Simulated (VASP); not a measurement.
A run of VASP 6.6.1:

Contents of INCAR:

```
PREC     = Accurate       # precision mode
ENCUT    = 500            # plane-wave cutoff, eV
EDIFF    = 1E-6           # SCF threshold, eV
ISMEAR   = -1             # smearing method
SIGMA    = 0.05           # smearing width, eV
LREAL    = F              # projectors in reciprocal space
LASPH    = T              # aspherical terms in the spheres
NELM     = 120            # most SCF steps
ALGO     = Normal         # electronic algorithm
ISIF     = 2              # what is computed and relaxed
LWAVE    = F              # write WAVECAR
LCHARG   = F              # write CHGCAR
GGA      = PS             # functional
NBANDS   = 16             # bands
GGA_COMPAT= F
```

The input KPOINTS:

```
Automatic mesh
0
Gamma
  7 7 7
```

POSCAR

```
ZrH3
1.0
    3.1260380000      0.0000000000      0.0000000000
    0.0000000000      3.1260380000      0.0000000000
    0.0000000000      0.0000000000      3.1260380000
Zr H
1 3
Direct
    0.0000000000      0.0000000000      0.0000000000
    0.0000000000      0.5000000000      0.5000000000
    0.5000000000      0.0000000000      0.5000000000
    0.5000000000      0.5000000000      0.0000000000
```

Potentials or basis: VASP PAW PBE potentials, release 64 (Zr_sv, H).

The run is started by

```console
$ cat potpaw_PBE.64/Zr_sv/POTCAR potpaw_PBE.64/H/POTCAR > POTCAR
$ mpirun -np 1 vasp_std > vasp.out
```

Hardware: 1 thread of Intel Xeon 8259CL, with other jobs on the host.

Task: Estimate the wall time of this run.

Result: Wall time 16 s on 1 thread of Intel Xeon 8259CL, on a shared host, peak memory 0.13 GiB. Counts: scf iterations 13, k points 20.
